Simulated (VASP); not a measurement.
# Ir in VASP: notebook

The runs below take Ir through single point, with PBE.

Everything below comes from runs of VASP 6.6.1. Logs are shortened: lines on timing, memory, paths and dates and some standing lists are left out, and cuts for length are marked.

## Step 1: The cell of the first run

The typed cell holds 2 atoms: a = 3.627 Å, b = 3.627 Å, c = 3.698 Å, α = 90.00°, β = 90.00°, γ = 135.48°.

## Step 2: Single point, PBE, collinear spin (17.05 Å³/atom)

Contents of INCAR:

```
ALGO = Normal ; EDIFF = 1E-7
ENCUT = 520 ; GGA = PE
ISIF = 2 ; ISMEAR = -1
ISPIN = 2 ; LASPH = True
LCHARG = False ; LMAXMIX = 4
LORBIT = 11 ; LREAL = False
LWAVE = False ; MAGMOM = 1 1
NBANDS = 20 ; NELM = 150
PREC = Accurate ; SIGMA = 0.05
```

Contents of KPOINTS:

```
k-points
0
Gamma
  14 14 10
```

Contents of POSCAR:

```
Ir
1.0
   -2.1925384918      2.5540257240      1.3498240466
    2.5540257240     -2.1925384918      1.3498240466
    2.5695370174      2.5695370174     -0.6877595187
Ir
2
Direct
    0.0224366981      0.9775633019      0.0000000000
    0.7275633019      0.2724366981      0.5000000000
```

Potentials or basis: VASP PAW PBE potentials, release 64 (Ir).

Launch:

```
cat potpaw_PBE.64/Ir/POTCAR > POTCAR
mpirun -np 1 vasp_std > vasp.out
```

OUTCAR:

```text
EDIFF = 1E-7
   ENCUT = 520
   GGA = PE
   ISIF = 2
   ISMEAR = -1
   ISPIN = 2
   LASPH = True
   LORBIT = 11
   LREAL = False
   NELM = 150
   PREC = Accurate

 ion  position               nearest neighbor table
   1  0.022  0.978  0.000-   2 2.68   2 2.68   2 2.68   2 2.68   2 2.71   2 2.71
   2  0.728  0.272  0.500-   1 2.68   1 2.68   1 2.68   1 2.68   1 2.71   1 2.71

  LATTYP: Found a base centered monoclinic cell.
 ALAT       =     2.7476254958
 B/A-ratio  =     2.4430751203
 C/A-ratio  =     1.3460296338
 COS(beta)  =    -0.0000985040

  Lattice vectors:

 A1 = (   2.1925384918,  -2.5540257240,  -1.3498240466)
 A2 = (  -2.5540257240,   2.1925384918,  -1.3498240466)
 A3 = (   2.5695370174,   2.5695370174,  -0.6877595187)

Analysis of symmetry for initial positions (statically):
=====================================================================
 Subroutine PRICEL returns:
 Original cell was already a primitive cell.

 Routine SETGRP: Setting up the symmetry group for a
 base centered monoclinic supercell.

 Subroutine GETGRP returns: Found  4 space group operations
 (whereof  2 operations were pure point group operations)
 out of a pool of  4 trial point group operations.

The static configuration has the point symmetry C_2 .
 The point group associated with its full space group is C_2h.

Analysis of symmetry for dynamics (positions and initial velocities):
=====================================================================
 Subroutine PRICEL returns:
 Original cell was already a primitive cell.

 Routine SETGRP: Setting up the symmetry group for a
 base centered monoclinic supercell.

 Subroutine GETGRP returns: Found  4 space group operations
 (whereof  2 operations were pure point group operations)
 out of a pool of  4 trial point group operations.

The dynamic configuration has the point symmetry C_2 .
 The point group associated with its full space group is C_2h.

Analysis of structural, dynamic, and magnetic symmetry:
=====================================================================
 Subroutine PRICEL returns:
 Original cell was already a primitive cell.

 Routine SETGRP: Setting up the symmetry group for a
 base centered monoclinic supercell.

 Subroutine GETGRP returns: Found  4 space group operations
 (whereof  2 operations were pure point group operations)
 out of a pool of  4 trial point group operations.

The overall configuration has the point symmetry C_2 .
 The point group associated with its full space group is C_2h.

 Subroutine INISYM returns: Found  4 space group operations
 (whereof  2 operations are pure point group operations),
 and found     1 'primitive' translations

----------------------------------------------------------------------------------------

                                     Primitive cell

  volume of cell :      34.1063

  direct lattice vectors                    reciprocal lattice vectors
    -2.192538492  2.554025724  1.349824047    -0.057481642  0.153197063  0.357602200
     2.554025724 -2.192538492  1.349824047     0.153197063 -0.057481642  0.357602200
     2.569537017  2.569537017 -0.687759519     0.187854872  0.187854872 -0.050308141

  length of vectors
     3.626609628  3.626609628  3.698385340     0.393259218  0.393259218  0.270388268

  position of ions in fractional coordinates (direct lattice)
     0.022436698  0.977563302  0.000000000
     0.727563302  0.272436698  0.500000000

  ion indices of the primitive-cell ions
   primitive index   ion index
                 1           1
                 2           2

----------------------------------------------------------------------------------------

 KPOINTS: k-points

Automatic generation of k-mesh.
 Grid dimensions read from file:
 generate k-points for:   14   14   10

 Generating k-lattice:

  Cartesian coordinates                     Fractional coordinates (reciprocal lattice)
    -0.004105832  0.010942647  0.025543014     0.071428571  0.000000000  0.000000000
     0.010942647 -0.004105832  0.025543014     0.000000000  0.071428571  0.000000000
     0.018785487  0.018785487 -0.005030814     0.000000000  0.000000000  0.100000000

  Length of vectors
     0.028089944  0.028089944  0.027038827

  Shift w.r.t. Gamma in fractional coordinates (k-lattice)
     0.000000000  0.000000000  0.000000000

 Subroutine IBZKPT returns following result:
 ===========================================

 Found    534 irreducible k-points:

 Following reciprocal coordinates:
            Coordinates               Weight
  0.000000  0.000000  0.000000      1.000000
  0.071429  0.000000 -0.000000      4.000000
  0.142857  0.000000  0.000000      4.000000
  0.214286  0.000000  0.000000      4.000000
  0.285714  0.000000  0.000000      4.000000
  0.357143  0.000000 -0.000000      4.000000
[... 16 lines left out ...]
  0.214286  0.142857  0.000000      4.000000
  0.285714  0.142857  0.000000      4.000000
 [... further k-points ...]
   k-points           NKPTS =    534   k-points in BZ     NKDIM =    534   number of bands    NBANDS=     20
   number of dos      NEDOS =    301   number of ions     NIONS =      2
   total plane-waves  NPLWV =  21952
   dimension x,y,z NGX =    28 NGY =   28 NGZ =   28
   dimension x,y,z NGXF=    56 NGYF=   56 NGZF=   56
   ions per type =               2
   NGX,Y,Z   is equivalent  to a cutoff of  12.84, 12.84, 12.59 a.u.
   NGXF,Y,Z  is equivalent  to a cutoff of  25.67, 25.67, 25.17 a.u.
 SYSTEM =  unknown system
   PREC   = accura    normal or accurate (medium, high low for compatibility)
   ISTART =      0    job   : 0-new  1-cont  2-samecut
   ICHARG =      2    charge: 1-file 2-atom 10-const
   ISPIN  =      2    spin polarized calculation?
   LNONCOLLINEAR =      F non collinear calculations
   LSORBIT =      F    spin-orbit coupling
   LASPH  =      T    aspherical Exc in radial PAW
   ENCUT  =  520.0 eV  38.22 Ry    6.18 a.u.   6.74  6.74  6.88*2*pi/ulx,y,z
   NELM   =    150;   NELMIN=  2; NELMDL= -5     # of ELM steps
   EDIFF  = 0.1E-06   stopping-criterion for ELM
   LREAL  =      F    real-space projection
   EDIFFG = 0.1E-05   stopping-criterion for IOM
   NSW    =      0    number of steps for IOM
   IBRION =     -1    ionic relax: 0-MD 1-quasi-New 2-CG
   NFREE  =      0    steps in history (QN), initial steepest desc. (CG)
   ISIF   =      2    stress and relaxation
   ISYM   =      2    0-nonsym 1-usesym 2-fastsym
   POTIM  = 0.5000    time-step for ionic-motion
   TEBEG  =    0.0;   TEEND  =   0.0 temperature during run
   PSTRESS=    0.0 pullay stress
   NELECT =      18.0000    total number of electrons
   NUPDOWN=      -1.0000    fix difference up-down
   EMIN   =  10.00;   EMAX   =-10.00  energy-range for DOS
   EFERMI =   0.00;   METHOD = LEGACY
   ISMEAR =    -1;   SIGMA  =   0.05  broadening in eV -4-tet -1-fermi 0-gaus
   EFERMI_NEDOS =   21; number of points for ismear=-14 and -15
   IALGO  =     38    algorithm
   IMIX   =      4    mixing-type and parameters
     AMIX     =   0.40;   BMIX     =  1.00
     AMIX_MAG =   1.60;   BMIX_MAG =  1.00
  volume/ion in A,a.u.               =      17.05       115.08
  Fermi-wavevector in a.u.,A,eV,Ry     =   1.322983  2.500076 23.814065  1.750284
  Thomas-Fermi vector in A             =   2.452624
   LORBIT       =     11    0 simple, 1 ext, 2 COOP (PROOUT), +10 PAW based schemes
   GGA     = PE    functional components
   LHFCALC =     F    Hartree Fock is set to
   AEXX    =    0.0000 exact exchange contribution
   IVDW    =     0    specifies the selected vdW correction
   LEPSILON=     F    determine dielectric tensor
   LRPA    =     F    only Hartree local field effects (RPA)
 spin polarized calculation
  energy-cutoff  :      520.00
  volume of cell :       34.11
 maximum number of plane-waves:       936
   NGX = 13   NGY = 13   NGZ = 13

 number of electron      18.0000001 magnetization       0.0002249

 number of electron      18.0000001 magnetization      -0.0000124

 Free energy of the ion-electron system (eV)
  ---------------------------------------------------
  ext. energy  EPLUGINS =         0.00000000
  ---------------------------------------------------
  free energy    TOTEN  =       -16.68763581 eV

  energy without entropy =      -16.66896154  energy(sigma->0) =      -16.67829868

 E-fermi :   7.2358     XC(G=0): -12.7979

 val. band max:        7.2338737563   @ k =   0.5000   0.2143   0.1000
 cond. band min:       7.2368107578   @ k =  -0.1429   0.1429   0.2000
 fundamental gap:      0.0029370015
 Fermi energy:         7.2357541648

 spin component 1

 k-point     1 :       0.0000    0.0000    0.0000
  band No.  band energies     occupation
      1      -1.7624      1.00000
      2       1.3797      1.00000
      3       2.3137      1.00000
      4       2.7885      1.00000
      5       3.8426      1.00000
      6       5.6907      1.00000
[... 12 lines left out ...]
     19      26.5835      0.00000
     20      28.3630      0.00000
[... 507 lines left out ...]
 k-point    24 :       0.2857    0.1429    0.0000
  band No.  band energies     occupation
      1       1.4385      1.00000
      2       2.1372      1.00000
      3       2.1661      1.00000
      4       3.3438      1.00000
      5       3.4669      1.00000
      6       5.1044      1.00000
[... 12 lines left out ...]
     19      24.7722      0.00000
     20      25.4043      0.00000

 [... further k-points ...]

 spin component 2

 k-point     1 :       0.0000    0.0000    0.0000
  band No.  band energies     occupation
      1      -1.7624      1.00000
      2       1.3797      1.00000
      3       2.3137      1.00000
      4       2.7885      1.00000
      5       3.8425      1.00000
      6       5.6907      1.00000
[... 12 lines left out ...]
     19      26.5835      0.00000
     20      28.3630      0.00000
[... 507 lines left out ...]
 k-point    24 :       0.2857    0.1429    0.0000
  band No.  band energies     occupation
      1       1.4385      1.00000
      2       2.1372      1.00000
      3       2.1661      1.00000
      4       3.3438      1.00000
      5       3.4669      1.00000
      6       5.1044      1.00000
[... 12 lines left out ...]
     19      24.7722      0.00000
     20      25.4043      0.00000

 [... further k-points ...]

------------------------ aborting loop because EDIFF is reached ----------------------------------------

  FORCE on cell =-STRESS in cart. coord.  units (eV):
  Direction    XX          YY          ZZ          XY          YZ          ZX
  --------------------------------------------------------------------------------------
  -------------------------------------------------------------------------------------
  Total       -3.8960729     -3.8960729     -3.9649238     -0.4263744      0.0483741      0.0483741
  in kB     -183.0221263   -183.0221263   -186.2564723    -20.0293887      2.2724229      2.2724222
  external PRESSURE =    -184.1002416 kB  Pullay stress =       0.0000000 kB

 VOLUME and BASIS-vectors are now :
 -----------------------------------------------------------------------------
  energy-cutoff  :      520.00
  volume of cell :       34.11
      direct lattice vectors                 reciprocal lattice vectors
    -2.192538492  2.554025724  1.349824047    -0.057481642  0.153197063  0.357602200
     2.554025724 -2.192538492  1.349824047     0.153197063 -0.057481642  0.357602200
     2.569537017  2.569537017 -0.687759519     0.187854872  0.187854872 -0.050308141

 POSITION                                       TOTAL-FORCE (eV/Angst)
 -----------------------------------------------------------------------------------
      2.44753     -2.08604      1.34982        -0.194475      0.194475     -0.000000
      0.38537      2.54566      1.00594         0.194475     -0.194475      0.000000
 -----------------------------------------------------------------------------------
    total drift:                                0.000000      0.000000     -0.000000

  FREE ENERGIE OF THE ION-ELECTRON SYSTEM (eV)
  ---------------------------------------------------
  free  energy   TOTEN  =       -16.6876358138 eV

  energy  without entropy=      -16.6689615385  energy(sigma->0) =      -16.67829868

 total charge

# of ion       s       p       d       tot
------------------------------------------
    1        0.659   0.540   6.890   8.089
    2        0.659   0.540   6.890   8.089
--------------------------------------------------
tot          1.317   1.081  13.779  16.177

 magnetization (x)

# of ion       s       p       d       tot
------------------------------------------
    1        0.000  -0.000  -0.000  -0.000
    2        0.000  -0.000  -0.000  -0.000
--------------------------------------------------
tot          0.000  -0.000  -0.000  -0.000
```

Run time: 6.5 min. Hardware: 1 thread of Intel Xeon 6975P-C (Granite Rapids), shared host; peak memory 0.57 GiB.

Results:

* Free energy: -16.6876 eV
* Pressure: -18.4 GPa
* Largest force: 0.275 eV/Å
* Band gap on the k mesh: zero (filled and empty bands overlap)
* Net moment: 0.00 μB per cell
* Valence electrons inside the program's atomic spheres: Ir 8.09

Forces on the atoms (eV/Å):
```
Ir  -0.194  0.194  0.000
Ir   0.194 -0.194  0.000
```

Levels at points of the mesh, in eV from the Fermi level:
Spin up:
```
           k point  band 6  band 7  band 8  band 9  band 10  band 11  band 12  band 13
(0.00, 0.00, 0.00)   -1.55   -0.92   -0.70    0.33     0.48     1.58     4.21     7.58
(0.50, 0.00, 0.00)   -1.23   -1.17   -0.81    0.05     1.60     2.94     4.26     6.08
(0.50, 0.50, 0.00)   -2.42   -2.21   -1.27   -1.01     0.58     0.85     1.37    11.33
(0.00, 0.00, 0.50)   -2.45   -1.77   -1.77   -0.67    -0.67     1.44     1.44    11.69
(0.50, 0.00, 0.50)   -1.98   -0.87   -0.86    0.56     0.56     3.28     3.28     7.94
(0.50, 0.50, 0.50)   -1.40   -0.89   -0.89   -0.43    -0.43     0.32     0.32     5.39
```
Spin down:
```csv
k point,band 7,band 8,band 9,band 10,band 11,band 12
"(0.00, 0.00, 0.00)",-0.92,-0.70,0.33,0.48,1.58,4.21
"(0.50, 0.00, 0.00)",-1.17,-0.81,0.05,1.60,2.94,4.26
"(0.50, 0.50, 0.00)",-2.21,-1.27,-1.01,0.58,0.85,1.37
"(0.00, 0.00, 0.50)",-1.77,-1.77,-0.67,-0.67,1.44,1.44
"(0.50, 0.00, 0.50)",-0.87,-0.86,0.56,0.56,3.28,3.28
"(0.50, 0.50, 0.50)",-0.89,-0.89,-0.43,-0.43,0.32,0.32
```

Caveat: the cell stands under tension; spin-orbit coupling is left out, which moves the levels of the heavy elements.

[end of part 1 of 2]
